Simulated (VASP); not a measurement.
# Sb (P6/mmm) in VASP: further runs

The runs below take Sb through single point, with PBE.

All numbers are computed with VASP 6.6.1; they aren't measurements. Logs are shortened: lines on timing, memory, paths and dates and some standing lists are left out, and cuts for length are marked.

## Step 1: The cell of the first run

Symmetry: P6/mmm, No. 191, hexagonal system. The conventional cell has a = 5.239 Å, b = 5.239 Å, c = 3.119 Å, α = 90.00°, β = 90.00°, γ = 120.00°. Within 4.1 Å of Sb (site symmetry 6/mmm) lie 14 Sb at 3.12 to 3.40 Å. Sb (site symmetry -6m2) has 11 Sb at 3.02 to 3.40 Å within 4.0 Å.

## Step 2: Single point, PBE

INCAR reads:

```
PREC = Accurate ; ENCUT = 520
EDIFF = 1E-6 ; ISMEAR = -1
SIGMA = 0.1 ; LREAL = F
LASPH = T ; NELM = 100
ALGO = Normal ; ISIF = 2
LWAVE = F ; LCHARG = T
GGA = PE ; LELF = T
LVHAR = T ; NBANDS = 14
```

KPOINTS reads:

```
Automatic mesh
0
Gamma
  7 7 10
```

POSCAR reads:

```
Sb
1.0
    5.2385778839      0.0000000000      0.0000000000
   -2.6192889419      4.5367415271      0.0000000000
    0.0000000000      0.0000000000      3.1193779796
Sb
3
Direct
    0.0000000000      0.0000000000      0.0000000000
    0.3333333333      0.6666666667      0.5000000000
    0.6666666667      0.3333333333      0.5000000000
```

Potentials or basis: VASP PAW PBE potentials, release 64 (Sb).

The run is started by

```sh
$ cat potpaw_PBE.64/Sb/POTCAR > POTCAR
$ mpirun -np 1 vasp_std > vasp.out
```

OUTCAR:

```text
PREC = Accurate
   ENCUT = 520
   EDIFF = 1E-6
   ISMEAR = -1
   LREAL = F
   LASPH = T
   NELM = 100
   ISIF = 2
   GGA = PE

 ion  position               nearest neighbor table
   1  0.000  0.000  0.000-   2 3.40   3 3.40   2 3.40   3 3.40   2 3.40   2 3.40   3 3.40   3 3.40
                             3 3.40   3 3.40   2 3.40   2 3.40
   2  0.333  0.667  0.500-   3 3.02   3 3.02   3 3.02   1 3.40   1 3.40   1 3.40   1 3.40   1 3.40
                             1 3.40
   3  0.667  0.333  0.500-   2 3.02   2 3.02   2 3.02   1 3.40   1 3.40   1 3.40   1 3.40   1 3.40
                             1 3.40

  LATTYP: Found a hexagonal cell.
 ALAT       =     5.2385778839
 C/A-ratio  =     0.5954627475

  Lattice vectors:

 A1 = (   5.2385778839,   0.0000000000,   0.0000000000)
 A2 = (  -2.6192889419,   4.5367415271,   0.0000000000)
 A3 = (   0.0000000000,   0.0000000000,   3.1193779796)

Analysis of symmetry for initial positions (statically):
=====================================================================
 Subroutine PRICEL returns:
 Original cell was already a primitive cell.

 Routine SETGRP: Setting up the symmetry group for a
 hexagonal supercell.

 Subroutine GETGRP returns: Found 24 space group operations
 (whereof 24 operations were pure point group operations)
 out of a pool of 24 trial point group operations.

The static configuration has the point symmetry D_6h.

Analysis of symmetry for dynamics (positions and initial velocities):
=====================================================================
 Subroutine PRICEL returns:
 Original cell was already a primitive cell.

 Routine SETGRP: Setting up the symmetry group for a
 hexagonal supercell.

 Subroutine GETGRP returns: Found 24 space group operations
 (whereof 24 operations were pure point group operations)
 out of a pool of 24 trial point group operations.

The dynamic configuration has the point symmetry D_6h.

 Subroutine INISYM returns: Found 24 space group operations
 (whereof 24 operations are pure point group operations),
 and found     1 'primitive' translations

----------------------------------------------------------------------------------------

                                     Primitive cell

  volume of cell :      74.1354

  direct lattice vectors                    reciprocal lattice vectors
     5.238577884  0.000000000  0.000000000     0.190891502  0.110211260  0.000000000
    -2.619288942  4.536741527  0.000000000     0.000000000  0.220422520  0.000000000
     0.000000000  0.000000000  3.119377980     0.000000000  0.000000000  0.320576732

  length of vectors
     5.238577884  5.238577884  3.119377980     0.220422520  0.220422520  0.320576732

  position of ions in fractional coordinates (direct lattice)
     0.000000000  0.000000000  0.000000000
     0.333333333  0.666666667  0.500000000
     0.666666667  0.333333333  0.500000000

  ion indices of the primitive-cell ions
   primitive index   ion index
                 1           1
                 2           2
                 3           3

----------------------------------------------------------------------------------------

 KPOINTS: Automatic mesh

Automatic generation of k-mesh.
 Grid dimensions read from file:
 generate k-points for:    7    7   10

 Generating k-lattice:

  Cartesian coordinates                     Fractional coordinates (reciprocal lattice)
     0.027270215  0.015744466  0.000000000     0.142857143  0.000000000  0.000000000
     0.000000000  0.031488931  0.000000000     0.000000000  0.142857143  0.000000000
     0.000000000  0.000000000  0.032057673     0.000000000  0.000000000  0.100000000

  Length of vectors
     0.031488931  0.031488931  0.032057673

  Shift w.r.t. Gamma in fractional coordinates (k-lattice)
     0.000000000  0.000000000  0.000000000

 Subroutine IBZKPT returns following result:
 ===========================================

 Found     48 irreducible k-points:

 Following reciprocal coordinates:
            Coordinates               Weight
  0.000000  0.000000  0.000000      1.000000
  0.142857  0.000000  0.000000      6.000000
  0.285714  0.000000  0.000000      6.000000
  0.428571  0.000000  0.000000      6.000000
  0.142857  0.142857  0.000000      6.000000
  0.285714  0.142857  0.000000     12.000000
[... 16 lines left out ...]
  0.428571  0.142857  0.200000     12.000000
  0.285714  0.285714  0.200000     12.000000
 [... further k-points ...]
   k-points           NKPTS =     48   k-points in BZ     NKDIM =     48   number of bands    NBANDS=     14
   number of dos      NEDOS =    301   number of ions     NIONS =      3
   total plane-waves  NPLWV =  38400
   dimension x,y,z NGX =    40 NGY =   40 NGZ =   24
   dimension x,y,z NGXF=    80 NGYF=   80 NGZF=   48
   ions per type =               3
   NGX,Y,Z   is equivalent  to a cutoff of  12.69, 12.69, 12.79 a.u.
   NGXF,Y,Z  is equivalent  to a cutoff of  25.39, 25.39, 25.58 a.u.
 SYSTEM =  unknown system
   PREC   = accura    normal or accurate (medium, high low for compatibility)
   ISTART =      0    job   : 0-new  1-cont  2-samecut
   ICHARG =      2    charge: 1-file 2-atom 10-const
   ISPIN  =      1    spin polarized calculation?
   LNONCOLLINEAR =      F non collinear calculations
   LSORBIT =      F    spin-orbit coupling
   LASPH  =      T    aspherical Exc in radial PAW
   ENCUT  =  520.0 eV  38.22 Ry    6.18 a.u.   9.74  9.74  5.80*2*pi/ulx,y,z
   NELM   =    100;   NELMIN=  2; NELMDL= -5     # of ELM steps
   EDIFF  = 0.1E-05   stopping-criterion for ELM
   LREAL  =      F    real-space projection
   EDIFFG = 0.1E-04   stopping-criterion for IOM
   NSW    =      0    number of steps for IOM
   IBRION =     -1    ionic relax: 0-MD 1-quasi-New 2-CG
   NFREE  =      0    steps in history (QN), initial steepest desc. (CG)
   ISIF   =      2    stress and relaxation
   ISYM   =      2    0-nonsym 1-usesym 2-fastsym
   POTIM  = 0.5000    time-step for ionic-motion
   TEBEG  =    0.0;   TEEND  =   0.0 temperature during run
   PSTRESS=    0.0 pullay stress
   NELECT =      15.0000    total number of electrons
   NUPDOWN=      -1.0000    fix difference up-down
   EMIN   =  10.00;   EMAX   =-10.00  energy-range for DOS
   EFERMI =   0.00;   METHOD = LEGACY
   ISMEAR =    -1;   SIGMA  =   0.10  broadening in eV -4-tet -1-fermi 0-gaus
   EFERMI_NEDOS =   21; number of points for ismear=-14 and -15
   IALGO  =     38    algorithm
   IMIX   =      4    mixing-type and parameters
     AMIX     =   0.40;   BMIX     =  1.00
     AMIX_MAG =   1.60;   BMIX_MAG =  1.00
  volume/ion in A,a.u.               =      24.71       166.76
  Fermi-wavevector in a.u.,A,eV,Ry     =   0.961089  1.816194 12.567584  0.923691
  Thomas-Fermi vector in A             =   2.090430
   LORBIT       =      0    0 simple, 1 ext, 2 COOP (PROOUT), +10 PAW based schemes
   GGA     = PE    functional components
   LHFCALC =     F    Hartree Fock is set to
   AEXX    =    0.0000 exact exchange contribution
   IVDW    =     0    specifies the selected vdW correction
   LEPSILON=     F    determine dielectric tensor
   LRPA    =     F    only Hartree local field effects (RPA)
 non-spin polarized calculation
  energy-cutoff  :      520.00
  volume of cell :       74.14
 maximum number of plane-waves:      2016
 NGX is ok and might be reduce to    40
   NGX = 19   NGY = 19   NGZ = 11

 number of electron      15.0000000 magnetization

 Free energy of the ion-electron system (eV)
  ---------------------------------------------------
  ext. energy  EPLUGINS =         0.00000000
  ---------------------------------------------------
  free energy    TOTEN  =       -11.49300869 eV

  energy without entropy =      -11.42045047  energy(sigma->0) =      -11.45672958

 E-fermi :   9.7122     XC(G=0): -10.6002

 val. band max:        9.7086072449   @ k =   0.1429   0.1429   0.4000
 cond. band min:       9.7133855035   @ k =   0.4286   0.1429   0.3000
 fundamental gap:      0.0047782585
 Fermi energy:         9.7122098493

 k-point     1 :       0.0000    0.0000    0.0000
  band No.  band energies     occupation
      1      -3.9728      2.00000
      2       1.3456      2.00000
      3       1.5471      2.00000
      4       5.2196      2.00000
      5       5.2196      2.00000
      6       5.4891      2.00000
      7       5.4891      2.00000
      8      11.4354      0.00000
      9      15.3316      0.00000
     10      15.6923      0.00000
     11      15.6923      0.00000
     12      16.1846      0.00000
     13      16.2082      0.00000
     14      20.3337      0.00000

 k-point     2 :       0.1429    0.0000    0.0000
  band No.  band energies     occupation
      1      -3.8212      2.00000
      2       0.8865      2.00000
      3       1.1657      2.00000
      4       4.3902      2.00000
      5       5.0925      2.00000
      6       6.6101      2.00000
      7       7.0364      2.00000
      8      11.5965      0.00000
      9      14.4454      0.00000
     10      15.1638      0.00000
     11      15.4722      0.00000
     12      15.8363      0.00000
     13      15.9648      0.00000
     14      19.5050      0.00000

 k-point     3 :       0.2857    0.0000    0.0000
  band No.  band energies     occupation
      1      -3.3680      2.00000
      2      -0.3410      2.00000
      3       0.7492      2.00000
      4       3.7473      2.00000
      5       6.1458      2.00000
      6       8.1191      2.00000
      7       9.3029      1.96716
      8      12.0707      0.00000
      9      12.1843      0.00000
     10      13.6748      0.00000
     11      14.9030      0.00000
     12      15.5844      0.00000
     13      15.8291      0.00000
     14      18.1692      0.00000

 k-point     4 :       0.4286    0.0000    0.0000
  band No.  band energies     occupation
      1      -2.6200      2.00000
      2      -1.5860      2.00000
      3       0.5166      2.00000
      4       3.4221      2.00000
      5       7.8185      2.00000
      6       9.8519      0.39657
      7       9.8842      0.30378
      8      11.4879      0.00000
      9      11.7808      0.00000
     10      12.8289      0.00000
     11      13.8128      0.00000
     12      15.3442      0.00000
     13      16.3768      0.00000
     14      16.7355      0.00000

 k-point     5 :       0.1429    0.1429    0.0000
  band No.  band energies     occupation
      1      -3.5188      2.00000
      2       0.3528      2.00000
      3       0.3795      2.00000
      4       4.6899      2.00000
      5       4.8831      2.00000
      6       8.2804      2.00000
      7       8.3064      2.00000
      8      11.9140      0.00000
      9      12.6011      0.00000
     10      14.5722      0.00000
     11      15.4056      0.00000
[... 276 lines left out ...]
 k-point    22 :       0.2857    0.1429    0.2000
  band No.  band energies     occupation
      1      -2.3032      2.00000
      2      -0.2909      2.00000
      3       0.5576      2.00000
      4       4.9398      2.00000
      5       6.6380      2.00000
      6       8.4125      2.00000
      7       9.7372      0.87560
      8      10.1800      0.01842
      9      10.9822      0.00001
     10      11.5080      0.00000
     11      11.5903      0.00000
     12      13.4798      0.00000
     13      16.2755      0.00000
     14      17.4229      0.00000

 k-point    23 :       0.4286    0.1429    0.2000
  band No.  band energies     occupation
      1      -1.4851      2.00000
      2      -1.3516      2.00000
      3       0.4302      2.00000
      4       4.8113      2.00000
      5       8.0214      2.00000
      6       8.4154      2.00000
      7       9.4025      1.91358
      8       9.6114      1.46520
      9      10.8786      0.00002
     10      12.0140      0.00000
     11      12.3806      0.00000
     12      12.9424      0.00000
     13      15.9201      0.00000
     14      16.7629      0.00000

 k-point    24 :       0.2857    0.2857    0.2000
  band No.  band energies     occupation
      1      -1.5699      2.00000
      2      -0.6141      2.00000
      3      -0.5201      2.00000
      4       6.2030      2.00000
      5       6.7443      2.00000
      6       8.3964      2.00000
      7       9.0369      1.99767
      8       9.7888      0.63471
      9      10.3456      0.00354
     10      12.6809      0.00000
     11      12.7352      0.00000
     12      13.5682      0.00000
     13      17.0652      0.00000
     14      17.2002      0.00000

 [... further k-points ...]
[... 5 lines left out ...]
  --------------------------------------------------------------------------------------
  -------------------------------------------------------------------------------------
  Total        3.8349819      3.8349819      3.8405890      0.0000000     -0.0000000     -0.0000000
  in kB       82.8797551     82.8797551     83.0009330      0.0000000     -0.0000000     -0.0000000
  external PRESSURE =      82.9201477 kB  Pullay stress =       0.0000000 kB

 VOLUME and BASIS-vectors are now :
 -----------------------------------------------------------------------------
  energy-cutoff  :      520.00
  volume of cell :       74.14
      direct lattice vectors                 reciprocal lattice vectors
     5.238577884  0.000000000  0.000000000     0.190891502  0.110211260  0.000000000
    -2.619288942  4.536741527  0.000000000     0.000000000  0.220422520  0.000000000
     0.000000000  0.000000000  3.119377980     0.000000000  0.000000000  0.320576732

 POSITION                                       TOTAL-FORCE (eV/Angst)
 -----------------------------------------------------------------------------------
      0.00000      0.00000      0.00000        -0.000000      0.000000      0.000000
     -0.00000      3.02449      1.55969        -0.000000      0.000000      0.000000
      2.61929      1.51225      1.55969         0.000000      0.000000      0.000000
 -----------------------------------------------------------------------------------
    total drift:                                0.000000     -0.000000      0.000000

  FREE ENERGIE OF THE ION-ELECTRON SYSTEM (eV)
  ---------------------------------------------------
  free  energy   TOTEN  =       -11.4930086938 eV

  energy  without entropy=      -11.4204504663  energy(sigma->0) =      -11.45672958
```

Wall time 28 s (1 thread of Intel Xeon 6975P-C, shared host); peak memory 0.2 GiB.

What came out:

- Free energy: -11.4930 eV
- Pressure: 8.3 GPa

Caveat: spin-orbit coupling is left out, which moves the levels of the heavy elements.

[end of part 1 of 2]
